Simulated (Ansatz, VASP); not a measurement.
C in VASP and in Ansatz

The input INCAR:

```
SYSTEM = C
ALGO = Normal
EDIFF = 1E-6
ENCUT = 520
GGA = RP
ISIF = 2
ISMEAR = -1
LASPH = .True.
LCHARG = .False.
LREAL = .False.
LWAVE = .False.
NBANDS = 11
NELM = 100
PREC = Accurate
SIGMA = 0.1
```

KPOINTS

```
k-points
0
Gamma
  23 23 4
  0 0 0
```

The input POSCAR:

```
C
1.0
    1.7328695504      0.0000000000      0.0000000000
   -0.8664347752      1.5007090521      0.0000000000
    0.0000000000      0.0000000000      9.1411224406
C
2
Direct
    0.3333333333      0.6666666667      0.2500000000
    0.6666666667      0.3333333333      0.7500000000
```

Input for Ansatz:

```yaml
crystal:
  lattice:
    - [1.7328695504, 0.0, 0.0]
    - [-0.8664347752, 1.5007090521, 0.0]
    - [0.0, 0.0, 9.1411224406]
  atoms:
    - { symbol: C, position: [0.3333333333, 0.6666666667, 0.25] }
    - { symbol: C, position: [0.6666666667, 0.3333333333, 0.75] }
hamiltonian:
  xc: rpbe
  pseudopotentials:
    kind: paw
    azcp:
      C: "pseudopotentials/C.paw.azcp"
basis:
  ecutwfc: 420
  fft_grid_basis: typed
kpoints:
  mp_grid: { grid: [23, 23, 4], shift: [0, 0, 0] }
magnetization:
  spin_polarized: false
scf:
  occupations: { method: fermi_dirac, width: 0.1 }
  lower_state_search: "off"
output:
  stress: true
  write_density: true
  write_potential: true
  elf: true
  volumetric_format: npy
```

Alike in both runs: task single point; functional RPBE; k mesh 23 × 23 × 4; occupations fermi-dirac, width 0.1 eV; no spin polarisation.

```csv
,VASP,Ansatz
version,VASP 6.6.1,Ansatz 0.2.0
potentials or method,"VASP PAW PBE potentials, release 64 (C), cutoff 520 eV","plane waves (420 eV) with PAW, scalar-relativistic"
valence electrons in the cell,8,8
```

```tsv
	VASP	Ansatz	Ansatz less VASP
pressure (GPa)	0.4	0.7	+0.28
traceless stress, the component that is largest in VASP (GPa)	-0.28	-0.47	-0.197
```

VASP's potentials were made for PBE, not for RPBE. The functional is the same, so the differences come from potentials, cutoffs and numerics.
